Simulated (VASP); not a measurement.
A run of VASP 6.6.1:

INCAR

```
SYSTEM = Ge3Pd
PREC = Accurate
ENCUT = 540
EDIFF = 1E-6
ISMEAR = -1
SIGMA = 0.05
LREAL = .FALSE.
LASPH = .TRUE.
NELM = 200
ALGO = Normal
ISIF = 2
LWAVE = .FALSE.
LCHARG = .TRUE.
LMAXMIX = 4
LDAU = .TRUE.
LDAUTYPE = 2
LDAUL = 2 -1
LDAUU = 6 0
LDAUJ = 0 0
LDAUPRINT = 1
GGA = PS
LELF = .TRUE.
LVHAR = .TRUE.
NBANDS = 38
GGA_COMPAT = .FALSE.
```

KPOINTS

```
regular mesh
0
G
  7 7 7
  0 0 0
```

Contents of POSCAR:

```
Ge3Pd
1.0
    4.1420230000      0.0000000000      0.0000000000
    0.0000000000      4.1420230000      0.0000000000
    0.0000000000      0.0000000000      4.1420230000
Pd Ge
1 3
Direct
    0.0000000000      0.0000000000      0.0000000000
    0.5000000000      0.5000000000      0.0000000000
    0.5000000000      0.0000000000      0.5000000000
    0.0000000000      0.5000000000      0.5000000000
```

Potentials or basis: VASP PAW PBE potentials, release 64 (Pd_sv_GW, Ge_d).

Run with:

```bash
$ cat potpaw_PBE.64/Pd_sv_GW/POTCAR potpaw_PBE.64/Ge_d/POTCAR > POTCAR
$ mpirun -np 1 vasp_std > vasp.out
```

Hardware: 1 thread of Intel(R) Xeon(R) 6975P-C (Granite Rapids), on a shared host.

Estimate the wall time of this run.

Run time: 24 s on 1 thread of Intel(R) Xeon(R) 6975P-C (Granite Rapids) (shared host), peak memory 0.21 GiB. Counts: scf iterations 14, k points 20.
